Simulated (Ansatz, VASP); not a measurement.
# B6C: VASP beside Ansatz

```
B C
1.0
    -2.38947    2.38947    2.38947
     2.38947   -2.38947    2.38947
     2.38947    2.38947   -2.38947
B C
6 1
Direct
  0.66446 0.66446 0.00000
  0.33554 0.33554 0.00000
  0.00000 0.33554 0.33554
  0.00000 0.66446 0.66446
  0.66446 0.00000 0.66446
  0.33554 0.00000 0.33554
  0.00000 0.00000 0.00000
```

Change from the starting cell: species swapped into the SF6 type (Im-3m, No. 229).

Alike in both runs: functional PBE; k mesh 5 × 5 × 5; occupations gaussian, width 0.2 eV; no spin polarisation.

Ansatz relaxed the structure, and its values are those at the end. VASP's run is a single point on that final structure, the one shown.

|  | VASP | Ansatz |
| --- | --- | --- |
| version | VASP 6.6.1 | Ansatz 0.2.0 |
| potentials or method | VASP PAW PBE potentials, release 64 (B, C), cutoff 520 eV | scalar-relativistic, plane waves, PAW |
| valence electrons in the cell | 22 | 22 |

VASP gave:

```
gap on the k mesh at the Fermi level (eV) : none
pressure (GPa)                            : -0.3
rms of the force components (eV/Å)        : 0.007
```

Question: Estimate Ansatz's values.

Answer: gap on the k mesh at the Fermi level (eV): none; pressure (GPa): -0.2; rms of the force components (eV/Å): 0.007.

A gap of «none» marks a metal or a gap that the smearing closes. The functional is the same, so the differences come from potentials, cutoffs and numerics.

The k mesh is coarse, so the values compare programs but aren't converged.
